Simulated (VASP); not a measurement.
# Si2W (I4/mmm) in VASP: notebook, part 2 of 2

VASP 6.6.1. The steps go on from the part before.

### 4 Single point, r2SCAN (biaxial strain in the a-b plane: -1.5 %, then relaxed in part)

POSCAR

```
Si2W
1.0
    3.1631237060      0.0000000000      0.0000000000
    0.0000000000      3.1631237060      0.0000000000
    0.0000000000      0.0000000000      7.8477199908
Si W
4 2
Direct
    0.0000000000      0.0000000000      0.3343881799
    0.5000000000      0.5000000000      0.1656118201
    0.5000000000      0.5000000000      0.8343881799
    0.0000000000      0.0000000000      0.6656118201
    0.0000000000      0.0000000000      0.0000000000
    0.5000000000      0.5000000000      0.5000000000
```

INCAR.step1

```
SYSTEM = Si2W
PREC = Accurate
ENCUT = 520
ISMEAR = 0
SIGMA = 0.1
LREAL = .False.
LASPH = .True.
NELM = 60
NBANDS = 31
GGA = PE
ALGO = Normal
EDIFF = 1E-4
LWAVE = .True.
LCHARG = .False.
```

INCAR.step2

```
SYSTEM = Si2W
PREC = Accurate
ENCUT = 520
EDIFF = 1E-6
ISMEAR = 0
SIGMA = 0.1
LREAL = .False.
LASPH = .True.
NELM = 60
ALGO = Normal
ISIF = 2
LWAVE = .False.
LCHARG = .False.
METAGGA = R2SCAN
LMIXTAU = .True.
NBANDS = 31
ISTART = 1
```

KPOINTS

```
Automatic mesh
0
Gamma
  12 12 6
  0 0 0
```

Started as:

```console
cat potpaw_PBE.64/Si/POTCAR potpaw_PBE.64/W_sv/POTCAR > POTCAR
cp INCAR.step1 INCAR
mpirun -np 1 vasp_std > vasp.out
cp INCAR.step2 INCAR
mpirun -np 1 vasp_std > vasp.out
```

It took 4.9 min on 1 thread of Intel Xeon 6975P-C (Granite Rapids), shared host; peak memory 0.33 GiB.

It converged, with:

* Free energy: -139.5611 eV
* Pressure: 6.0 GPa
* Largest force: 0.011 eV/Å
* Band gap on the k mesh: zero (bands 22 and 23 overlap by 1.25 eV)

Forces on the atoms (eV/Å):
```
Si   0.000  0.000 -0.011
Si   0.000  0.000  0.011
Si   0.000  0.000 -0.011
Si   0.000  0.000  0.011
W    0.000  0.000  0.000
W    0.000  0.000  0.000
```

Stress tensor (GPa, compression positive):
```
8.91 0.00 0.00
0.00 8.91 0.00
0.00 0.00 0.10
```

Levels at points of the mesh, in eV from the Fermi level:
```
           k point  band 18  band 19  band 20  band 21  band 22  band 23  band 24  band 25  band 26  band 27
(0.00, 0.00, 0.00)    -2.85    -0.93    -0.93    -0.68    -0.68     0.64     0.82     2.93     3.22     3.35
(0.50, 0.00, 0.00)    -3.21    -3.02    -3.02    -0.82    -0.82     2.14     2.14     3.36     3.36     4.02
(0.50, 0.50, 0.00)    -5.52    -3.83    -3.83    -2.07    -2.07     2.83     2.83     3.42     3.42     3.51
(0.00, 0.00, 0.50)    -2.53    -2.53    -2.53     0.73     0.73     1.62     1.62     1.62     1.62     1.96
(0.50, 0.00, 0.50)    -3.13    -3.07    -3.07    -0.57    -0.57     2.99     2.99     3.12     3.12     3.94
(0.50, 0.50, 0.50)    -3.43    -2.85    -2.85    -2.85    -2.85     0.12     0.12     3.42     3.42     4.13
```

Caveat: the cell differs from its parent crystal (biaxial strain in the a-b plane: -1.5 %, then relaxed in part); the stress differs along the axes, from 0 to 9 GPa; the PAW data sets were made with another functional, which shifts forces and pressure a little; spin-orbit coupling is left out, which moves the levels of the heavy elements.

### 5 Single point, r2SCAN (biaxial strain in the a-b plane: -1.5 %)

POSCAR

```
Si2W
1.0
    3.1631237060      0.0000000000      0.0000000000
    0.0000000000      3.1631237060      0.0000000000
    0.0000000000      0.0000000000      7.8748577424
Si W
4 2
Direct
    0.0000000000      0.0000000000      0.3348248948
    0.5000000000      0.5000000000      0.1651751052
    0.5000000000      0.5000000000      0.8348248948
    0.0000000000      0.0000000000      0.6651751052
    0.0000000000      0.0000000000      0.0000000000
    0.5000000000      0.5000000000      0.5000000000
```

INCAR.step1

```
PREC = Accurate
ENCUT = 520
ISMEAR = 0
SIGMA = 0.1
LREAL = False
LASPH = True
NELM = 60
NBANDS = 31
GGA = PE
ALGO = Normal
EDIFF = 1E-4
LWAVE = True
LCHARG = False
```

INCAR.step2

```
PREC = Accurate
ENCUT = 520
EDIFF = 1E-6
ISMEAR = 0
SIGMA = 0.1
LREAL = False
LASPH = True
NELM = 60
ALGO = Normal
ISIF = 2
LWAVE = False
LCHARG = False
METAGGA = R2SCAN
LMIXTAU = True
NBANDS = 31
ISTART = 1
```

KPOINTS

```
Automatic mesh
0
Gamma
  12 12 6
```

Started as:

```console
cat potpaw_PBE.64/Si/POTCAR potpaw_PBE.64/W_sv/POTCAR > POTCAR
cp INCAR.step1 INCAR
mpirun -np 1 vasp_std > vasp.out
cp INCAR.step2 INCAR
mpirun -np 1 vasp_std > vasp.out
```

It took 4.7 min on 1 thread of Intel Xeon 6975P-C (Granite Rapids), shared host; peak memory 0.33 GiB.

Results (log left out):

* Free energy: -139.5592 eV
* Pressure: 5.1 GPa
* Largest force: 0.070 eV/Å
* Band gap on the k mesh: zero (bands 22 and 23 overlap by 1.25 eV)

Forces in eV/Å, atoms in the order of the input:
```
Si   0.000  0.000 -0.070
Si   0.000  0.000  0.070
Si   0.000  0.000 -0.070
Si   0.000  0.000  0.070
W    0.000  0.000  0.000
W    0.000  0.000  0.000
```

Stress tensor (GPa, compression positive):
```
 8.56  0.00  0.00
 0.00  8.56  0.00
 0.00  0.00 -1.80
```

Levels at points of the mesh, in eV from the Fermi level:
| k point | band 19 | band 20 | band 21 | band 22 | band 23 | band 24 | band 25 | band 26 |
| --- | --- | --- | --- | --- | --- | --- | --- | --- |
| (0.00, 0.00, 0.00) | -0.90 | -0.90 | -0.69 | -0.69 | 0.65 | 0.82 | 2.96 | 3.23 |
| (0.50, 0.00, 0.00) | -3.01 | -3.01 | -0.80 | -0.80 | 2.13 | 2.13 | 3.36 | 3.36 |
| (0.50, 0.50, 0.00) | -3.85 | -3.85 | -2.09 | -2.09 | 2.80 | 2.80 | 3.41 | 3.41 |
| (0.00, 0.00, 0.50) | -2.50 | -2.50 | 0.73 | 0.73 | 1.62 | 1.62 | 1.62 | 1.62 |
| (0.50, 0.00, 0.50) | -3.06 | -3.06 | -0.56 | -0.56 | 3.02 | 3.02 | 3.12 | 3.12 |
| (0.50, 0.50, 0.50) | -2.87 | -2.87 | -2.87 | -2.87 | 0.09 | 0.09 | 3.41 | 3.41 |

Caveat: the cell differs from its parent crystal (biaxial strain in the a-b plane: -1.5 %); the stress differs along the axes, from -2 to 9 GPa; the PAW data sets were made with another functional, which shifts forces and pressure a little; spin-orbit coupling is left out, which moves the levels of the heavy elements.

### 6 Overview

| cell | k mesh | gap on the mesh (eV) | pressure (GPa) | largest force (eV/Å) |
| --- | --- | --- | --- | --- |
| a = 3.187, b = 3.187, c = 8.156 Å, 6 atoms, atomic positions A | 12 × 12 × 6 | none | -6.4 | - |
| a = 3.211, b = 3.211, c = 4.515 Å, angles 110.8, 69.2, 90.0°, 3 atoms, atomic positions B | 11 × 11 × 9 | none | 0.3 | 0.01 |
| a = 3.163, b = 3.163, c = 7.848 Å, 6 atoms, atomic positions C | 12 × 12 × 6 | none | 6.0 | 0.01 |
| a = 3.163, b = 3.163, c = 7.875 Å, 6 atoms, atomic positions D | 12 × 12 × 6 | none | 5.1 | 0.07 |

Alike in all rows: task single point; level r2SCAN; potentials or basis VASP PAW PBE potentials, release 64 (Si, W_sv); no spin polarisation; cutoff (eV) 520; smearing gaussian 0.1 eV.

Caveats: the PAW data sets were made with another functional, which shifts forces and pressure a little; spin-orbit coupling is left out, which moves the levels of the heavy elements; the stress differs along the axes, from -20 to 0 GPa (at least some runs); the stress differs along the axes, from 0 to 9 GPa (at least some runs); the stress differs along the axes, from -2 to 9 GPa (at least some runs).

Total energies depend on the potentials used, so only differences within one code and one set of settings carry meaning.
